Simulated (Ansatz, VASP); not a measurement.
**Two plane-wave programs on N**

File INCAR:

```
ALGO     = Normal         # electronic algorithm
EDIFF    = 1E-8           # SCF threshold, eV
ENCUT    = 520            # plane-wave cutoff, eV
GGA      = PE             # functional
ISIF     = 2              # what is computed and relaxed
ISMEAR   = -1             # smearing method
LASPH    = T              # aspherical terms in the spheres
LCHARG   = F              # write CHGCAR
LEFG     = T            
LREAL    = F              # projectors in reciprocal space
LWAVE    = F              # write WAVECAR
NBANDS   = 12             # bands
NELM     = 80             # most SCF steps
PREC     = Accurate       # precision mode
SIGMA    = 0.02           # smearing width, eV
```

KPOINTS

```
k-points
0
Gamma
  10 10 5
```

POSCAR

```
N
1.0
    3.6885040555      0.0000000000      0.0000000000
   -1.8442520278      3.1943382141      0.0000000000
    0.0000000000      0.0000000000      5.9865745416
N
2
Direct
    0.3333333333      0.6666666667      0.2500000000
    0.6666666667      0.3333333333      0.7500000000
```

Input for Ansatz:

```yaml
crystal:
  lattice:
    - [3.6885040555, 0.0, 0.0]
    - [-1.8442520278, 3.1943382141, 0.0]
    - [0.0, 0.0, 5.9865745416]
  atoms:
    - { symbol: "N", position: [0.3333333333, 0.6666666667, 0.25] }
    - { symbol: "N", position: [0.6666666667, 0.3333333333, 0.75] }
kpoints:
  mp_grid: { grid: [10, 10, 5] }
scf:
  occupations: { method: fermi_dirac, width: 0.02 }
hamiltonian:
  xc: pbe
  pseudopotentials: { kind: paw }
output:
  forces: true
  stress: true
  eigenvalues: true
  efg: { contact_densities: true }
```

Change from the starting cell: volume scaled by 1.05, PAW files.

Alike in both runs: task electric field gradients; functional PBE; k mesh 10 × 10 × 5; occupations fermi-dirac, width 0.02 eV; no spin polarisation.

|  | VASP | Ansatz |
| --- | --- | --- |
| version | VASP 6.6.1 | Ansatz 0.2.0 |
| potentials or method | VASP PAW PBE potentials, release 64 (N) | PAW with Ansatz's default frozen-core files, scalar-relativistic |
| plane-wave cutoff (eV) | 520 | 420 |
| valence electrons in the cell | 10 | 10 |

```csv
,VASP,Ansatz,Ansatz less VASP
pressure (GPa),-6.5,-6.5,+0.05
size of Vzz on the site where it differs most (V/Å²),0.4,0.4,+0.02
```
